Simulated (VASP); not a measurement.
Wanted: the native input for a VASP 6.6.1 run.

| Property | Result |
| --- | --- |
| Task | single point |
| Functional | HSE06 |
| Potentials or basis | VASP PAW PBE potentials, release 64 (Mg, S) |
| Cutoff | 520 eV |
| k mesh | 6 × 6 × 6 |
| Occupations | gaussian, width 0.01 eV |
| Spin | no spin polarisation |
| Dipole correction | no |
| Grid for exact exchange (PRECFOCK) | Normal |
| Further INCAR settings | ALGO = Normal; EDIFF = 1e-06; NBANDS = 11 |
| Screening parameter | 0.2079 1/Å |

MgS:

```xyz
2
Lattice="0.0000 2.8815 2.8309 2.8815 0.0000 2.8309 2.8815 2.8815 0.0000" Properties=species:S:1:pos:R:3 pbc="T T T"
Mg    0.0000    0.0000    0.0000
S     1.4408    1.4408    1.4154
```

This cell differs from its parent crystal: biaxial xy strain +1.8%.

One way to write it, as run:

POSCAR

```
MgS
1.0
    0.0000000000      2.8815495344      2.8308768389
    2.8815495344      0.0000000000      2.8308768389
    2.8815495344      2.8815495344      0.0000000000
Mg S
1 1
Direct
    0.0000000000      0.0000000000      0.0000000000
    0.2500000000      0.2500000000      0.2500000000
```

INCAR.step1

```
SYSTEM = MgS
PREC = Accurate ; ENCUT = 520
EDIFF = 1E-5 ; ISMEAR = 0
SIGMA = 0.01 ; LREAL = .False.
LASPH = .True. ; NELM = 60
ALGO = Normal ; ISIF = 2
LWAVE = .True. ; LCHARG = .False.
NBANDS = 11 ; GGA = PE
```

INCAR.step2

```
SYSTEM = MgS
PREC = Accurate ; ENCUT = 520
EDIFF = 1E-6 ; ISMEAR = 0
SIGMA = 0.01 ; LREAL = .False.
LASPH = .True. ; NELM = 60
ALGO = Normal ; ISIF = 2
LWAVE = .False. ; LCHARG = .False.
GGA = PE ; LHFCALC = .True.
HFSCREEN = 0.2079 ; PRECFOCK = Normal
NBANDS = 11 ; ISTART = 1
```

KPOINTS

```
regular mesh
0
Gamma
  6 6 6
  0 0 0
```

Potentials or basis: VASP PAW PBE potentials, release 64 (Mg, S).

Run with:

```sh
$ cat potpaw_PBE.64/Mg/POTCAR potpaw_PBE.64/S/POTCAR > POTCAR
$ cp INCAR.step1 INCAR
$ mpirun -np 1 vasp_std > vasp.out
$ cp INCAR.step2 INCAR
$ mpirun -np 1 vasp_std > vasp.out
```

It gave:

The pressure is -2.1 GPa. The band gap on the k mesh is 4.29 eV, direct.

Caveat: the cell differs from its parent crystal (biaxial xy strain +1.8%); the PAW data sets were made with another functional, which shifts forces and pressure a little.

Run time: 15 min on 1 thread of Intel(R) Xeon(R) Platinum 8488C (Sapphire Rapids) (shared host), peak memory 0.3 GiB.
